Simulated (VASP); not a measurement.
# BaZrO3 (Pm-3m) in VASP: notebook, part 2 of 2

VASP 6.6.1. Earlier steps stand in the parts before.

### 3 Single point, LDA

The input, INCAR:

```
PREC = Accurate
ENCUT = 520
EDIFF = 1E-7
ISMEAR = 0
SIGMA = 0.01
LREAL = False
LASPH = True
NELM = 100
ALGO = Normal
ISIF = 2
LWAVE = False
LCHARG = True
LELF = True
LVHAR = True
NBANDS = 28
```

The input, KPOINTS:

```
regular mesh
0
Gamma
  4 4 4
```

The input, POSCAR:

```
BaZrO3
1.0
    4.1322606106      0.0000000000      0.0000000000
    0.0000000000      4.1322606106      0.0000000000
    0.0000000000      0.0000000000      4.1322606106
Ba Zr O
1 1 3
Direct
    0.0000000000      0.0000000000      0.0000000000
    0.5000000000      0.5000000000      0.5000000000
    0.0000000000      0.5000000000      0.5000000000
    0.5000000000      0.0000000000      0.5000000000
    0.5000000000      0.5000000000      0.0000000000
```

Potentials or basis: VASP PAW LDA potentials, release 64 (Ba_sv, Zr_sv, O).

Command:

```sh
> cat potpaw_LDA.64/Ba_sv/POTCAR potpaw_LDA.64/Zr_sv/POTCAR potpaw_LDA.64/O/POTCAR > POTCAR
> mpirun -np 1 vasp_std > vasp.out
```

OUTCAR:

```text
PREC = Accurate
   ENCUT = 520
   EDIFF = 1E-7
   ISMEAR = 0
   LREAL = False
   LASPH = True
   NELM = 100
   ISIF = 2

 ion  position               nearest neighbor table
   1  0.000  0.000  0.000-   3 2.92   4 2.92   5 2.92   3 2.92   4 2.92   3 2.92   5 2.92   3 2.92
                             4 2.92   5 2.92   4 2.92   5 2.92   2 3.58   2 3.58   2 3.58   2 3.58
   2  0.500  0.500  0.500-   3 2.07   4 2.07   5 2.07   5 2.07   4 2.07   3 2.07   1 3.58   1 3.58
                             1 3.58   1 3.58   1 3.58   1 3.58   1 3.58   1 3.58
   3  0.000  0.500  0.500-   2 2.07   2 2.07   1 2.92   1 2.92   1 2.92   1 2.92
   4  0.500  0.000  0.500-   2 2.07   2 2.07   1 2.92   1 2.92   1 2.92   1 2.92
   5  0.500  0.500  0.000-   2 2.07   2 2.07   1 2.92   1 2.92   1 2.92   1 2.92

  LATTYP: Found a simple cubic cell.
 ALAT       =     4.1322606106

  Lattice vectors:

 A1 = (   4.1322606106,   0.0000000000,   0.0000000000)
 A2 = (   0.0000000000,   4.1322606106,   0.0000000000)
 A3 = (   0.0000000000,   0.0000000000,   4.1322606106)

Analysis of symmetry for initial positions (statically):
=====================================================================
 Subroutine PRICEL returns:
 Original cell was already a primitive cell.

 Routine SETGRP: Setting up the symmetry group for a
 simple cubic supercell.

 Subroutine GETGRP returns: Found 48 space group operations
 (whereof 48 operations were pure point group operations)
 out of a pool of 48 trial point group operations.

The static configuration has the point symmetry O_h .

Analysis of symmetry for dynamics (positions and initial velocities):
=====================================================================
 Subroutine PRICEL returns:
 Original cell was already a primitive cell.

 Routine SETGRP: Setting up the symmetry group for a
 simple cubic supercell.
[... 113 lines left out ...]
   IALGO  =     38    algorithm
   IMIX   =      4    mixing-type and parameters
     AMIX     =   0.40;   BMIX     =  1.00
     AMIX_MAG =   1.60;   BMIX_MAG =  1.00
  volume/ion in A,a.u.               =      14.11        95.23
  Fermi-wavevector in a.u.,A,eV,Ry     =   1.354900  2.560389 24.976936  1.835753
  Thomas-Fermi vector in A             =   2.482032
   LORBIT       =      0    0 simple, 1 ext, 2 COOP (PROOUT), +10 PAW based schemes
   GGA     = CA    functional components
   LHFCALC =     F    Hartree Fock is set to
   AEXX    =    0.0000 exact exchange contribution
   IVDW    =     0    specifies the selected vdW correction
   LEPSILON=     F    determine dielectric tensor
   LRPA    =     F    only Hartree local field effects (RPA)
 non-spin polarized calculation
 Gauss-broadening in eV      SIGMA  =   0.01
  energy-cutoff  :      520.00
  volume of cell :       70.56
 maximum number of plane-waves:      1935
 NGX is ok and might be reduce to    32
   NGX = 15   NGY = 15   NGZ = 15

 number of electron      40.0000021 magnetization

 Free energy of the ion-electron system (eV)
  ---------------------------------------------------
  ext. energy  EPLUGINS =         0.00000000
  ---------------------------------------------------
  free energy    TOTEN  =       -45.71380436 eV

  energy without entropy =      -45.71380436  energy(sigma->0) =      -45.71380436

 E-fermi :   3.8735     XC(G=0): -11.4487

 val. band max:        3.7889253758   @ k =   0.5000   0.5000   0.5000
 cond. band min:       6.9358676596   @ k =   0.0000   0.0000   0.0000
 fundamental gap:      3.1469422838
 Fermi energy:         3.8735020934

 k-point     1 :       0.0000    0.0000    0.0000
  band No.  band energies     occupation
      1     -42.6220      2.00000
      2     -21.2268      2.00000
      3     -21.0230      2.00000
      4     -21.0230      2.00000
      5     -21.0230      2.00000
      6     -12.3391      2.00000
[... 299 lines left out ...]
     27      13.2442      0.00000
     28      13.2442      0.00000

------------------------ aborting loop because EDIFF is reached ----------------------------------------

  FORCE on cell =-STRESS in cart. coord.  units (eV):
  Direction    XX          YY          ZZ          XY          YZ          ZX
  --------------------------------------------------------------------------------------
  -------------------------------------------------------------------------------------
  Total        1.5811563      1.5811563      1.5811563     -0.0000000      0.0000000     -0.0000000
  in kB       35.9023007     35.9023007     35.9023007     -0.0000000      0.0000000     -0.0000000
  external PRESSURE =      35.9023007 kB  Pullay stress =       0.0000000 kB

 VOLUME and BASIS-vectors are now :
 -----------------------------------------------------------------------------
  energy-cutoff  :      520.00
  volume of cell :       70.56
      direct lattice vectors                 reciprocal lattice vectors
     4.132260611  0.000000000  0.000000000     0.241998290  0.000000000  0.000000000
     0.000000000  4.132260611  0.000000000     0.000000000  0.241998290  0.000000000
     0.000000000  0.000000000  4.132260611     0.000000000  0.000000000  0.241998290

 POSITION                                       TOTAL-FORCE (eV/Angst)
 -----------------------------------------------------------------------------------
      0.00000      0.00000      0.00000         0.000000      0.000000      0.000000
      2.06613      2.06613      2.06613         0.000000      0.000000      0.000000
      0.00000      2.06613      2.06613         0.000000      0.000000      0.000000
      2.06613      0.00000      2.06613         0.000000      0.000000      0.000000
      2.06613      2.06613      0.00000         0.000000      0.000000      0.000000
 -----------------------------------------------------------------------------------
    total drift:                                0.000000     -0.000000     -0.000000

  FREE ENERGIE OF THE ION-ELECTRON SYSTEM (eV)
  ---------------------------------------------------
  free  energy   TOTEN  =       -45.7138043551 eV

  energy  without entropy=      -45.7138043551  energy(sigma->0) =      -45.71380436
```

OSZICAR:

```text
N       E                     dE             d eps       ncg     rms          rms(c)
DAV:   1     0.309177721590E+03    0.30918E+03   -0.22218E+04   560   0.141E+03
DAV:   2    -0.321247347545E+02   -0.34130E+03   -0.33056E+03   684   0.357E+02
DAV:   3    -0.524626692401E+02   -0.20338E+02   -0.20262E+02   908   0.818E+01
DAV:   4    -0.530085827009E+02   -0.54591E+00   -0.54519E+00   736   0.108E+01
DAV:   5    -0.530164238546E+02   -0.78412E-02   -0.78405E-02   780   0.112E+00    0.318E+01
DAV:   6    -0.459423273237E+02    0.70741E+01   -0.36644E+01   656   0.379E+01    0.146E+01
DAV:   7    -0.457782482545E+02    0.16408E+00   -0.27140E+00   740   0.903E+00    0.876E+00
DAV:   8    -0.457177324116E+02    0.60516E-01   -0.28065E-01   656   0.373E+00    0.617E-01
DAV:   9    -0.457141797110E+02    0.35527E-02   -0.43865E-02   776   0.113E+00    0.472E-01
DAV:  10    -0.457140816658E+02    0.98045E-04   -0.11097E-02   748   0.828E-01    0.202E-01
DAV:  11    -0.457138067416E+02    0.27492E-03   -0.16375E-03   672   0.322E-01    0.283E-02
DAV:  12    -0.457138064940E+02    0.24763E-06   -0.10009E-04   704   0.643E-02    0.280E-02
DAV:  13    -0.457138043387E+02    0.21553E-05   -0.92441E-06   676   0.209E-02    0.305E-03
DAV:  14    -0.457138043551E+02   -0.16398E-07   -0.81798E-07   836   0.658E-03
   1 F= -.45713804E+02 E0= -.45713804E+02  d E =-.227135E-34
```

It took 20 s on 1 thread of AMD EPYC 7R43 (Zen 3), shared host; peak memory 0.13 GiB.

What came out:

| Property | Result |
| --- | --- |
| Free energy | -45.7138 eV |
| Pressure | 3.6 GPa |
| Band gap on the k mesh | 3.15 eV, indirect (least direct gap 3.31 eV) |

Levels at points of the mesh, in eV from the valence-band top:
```tsv
k point	band 16	band 17	band 18	band 19	band 20	band 21	band 22	band 23	band 24	band 25
(0.00, 0.00, 0.00)	-1.07	-1.07	-0.16	-0.16	-0.16	3.15	3.15	3.15	4.56	4.56
(0.50, 0.00, 0.00)	-1.85	-1.82	-1.82	-0.38	-0.38	3.64	5.93	5.93	6.49	6.80
(0.50, 0.50, 0.00)	-2.60	-0.93	-0.93	-0.67	-0.08	5.89	5.89	6.63	6.73	7.96
(0.50, 0.50, 0.50)	-2.57	-2.57	0.00	0.00	0.00	6.08	6.08	6.08	7.34	7.34
```

Caveat: spin-orbit coupling is left out, which moves the levels of the heavy elements. LDA gaps usually lie below the measured ones, often by a third to a half.
